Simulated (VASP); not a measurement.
Write the native input for VASP 6.6.1 that does the following.

| Quantity | Value |
| --- | --- |
| Task | single point |
| Functional | PBE |
| Potentials or basis | VASP PAW PBE potentials, release 64 (Ti_sv, O_h) |
| Cutoff | 910 eV |
| k mesh | 6 × 6 × 6 |
| Occupations | gaussian, width 0.02 eV |
| Spin | no spin polarisation |
| Hubbard terms | Ti d U = 4.0 eV |
| Dipole correction | no |
| k mesh for the DOS | 9 × 9 × 9 |
| Occupations for the DOS | tetrahedron |
| Further INCAR settings | ALGO = Normal; EDIFF = 1e-06; NBANDS = 33 |

Crystal: TiO2.

```xyz
6
Lattice="0.0000 4.1972 4.1972 4.1972 0.0000 4.1972 4.1972 4.1972 0.0000" Properties=species:S:1:pos:R:3 pbc="T T T"
Ti    6.2958    6.2958    6.2958
Ti    4.1972    4.1972    4.1972
O     5.2465    5.2465    5.2465
O     3.1479    3.1479    5.2465
O     3.1479    5.2465    3.1479
O     5.2465    3.1479    3.1479
```

One way to write it, as run:

POSCAR

```
TiO2
1.0
    0.0000000000      4.1972219452      4.1972219452
    4.1972219452      0.0000000000      4.1972219452
    4.1972219452      4.1972219452      0.0000000000
Ti O
2 4
Direct
    0.7500000000      0.7500000000      0.7500000000
    0.5000000000      0.5000000000      0.5000000000
    0.6250000000      0.6250000000      0.6250000000
    0.6250000000      0.6250000000      0.1250000000
    0.6250000000      0.1250000000      0.6250000000
    0.1250000000      0.6250000000      0.6250000000
```

INCAR.step1

```
SYSTEM = TiO2
PREC = Accurate
ENCUT = 910
EDIFF = 1E-6
ISMEAR = 0
SIGMA = 0.02
LREAL = .False.
LASPH = .True.
NELM = 200
ALGO = Normal
ISIF = 2
LWAVE = .False.
LCHARG = .True.
LMAXMIX = 4
LDAU = .True.
LDAUTYPE = 2
LDAUL = 2 -1
LDAUU = 4 0
LDAUJ = 0 0
LDAUPRINT = 1
GGA = PE
NBANDS = 33
GGA_COMPAT = .False.
NEDOS = 2001
LORBIT = 11
```

KPOINTS.step1

```
regular mesh
0
Gamma
  6 6 6
  0 0 0
```

INCAR.step2

```
SYSTEM = TiO2
PREC = Accurate
ENCUT = 910
EDIFF = 1E-6
ISMEAR = -5
SIGMA = 0.02
LREAL = .False.
LASPH = .True.
NELM = 200
ALGO = Normal
ISIF = 2
LWAVE = .False.
LCHARG = .False.
LMAXMIX = 4
LDAU = .True.
LDAUTYPE = 2
LDAUL = 2 -1
LDAUU = 4 0
LDAUJ = 0 0
LDAUPRINT = 1
GGA = PE
LORBIT = 11
NBANDS = 33
NEDOS = 1001
ICHARG = 11
GGA_COMPAT = .False.
```

KPOINTS.step2

```
regular mesh
0
Gamma
  9 9 9
  0 0 0
```

Potentials or basis: VASP PAW PBE potentials, release 64 (Ti_sv, O_h).

The run is started by

```sh
$ cat potpaw_PBE.64/Ti_sv/POTCAR potpaw_PBE.64/O_h/POTCAR > POTCAR
$ cp INCAR.step1 INCAR
$ cp KPOINTS.step1 KPOINTS
$ mpirun -np 1 vasp_std > vasp.out
$ cp INCAR.step2 INCAR
$ cp KPOINTS.step2 KPOINTS
$ mpirun -np 1 vasp_std > vasp.out
```

Results of the run:

* Valence electrons inside the program's atomic spheres: Ti 10.36; O 3.40

Run time: 7.3 min on 1 thread of Intel(R) Xeon(R) 6975P-C (Granite Rapids), with other jobs on the host, peak memory 0.65 GiB.
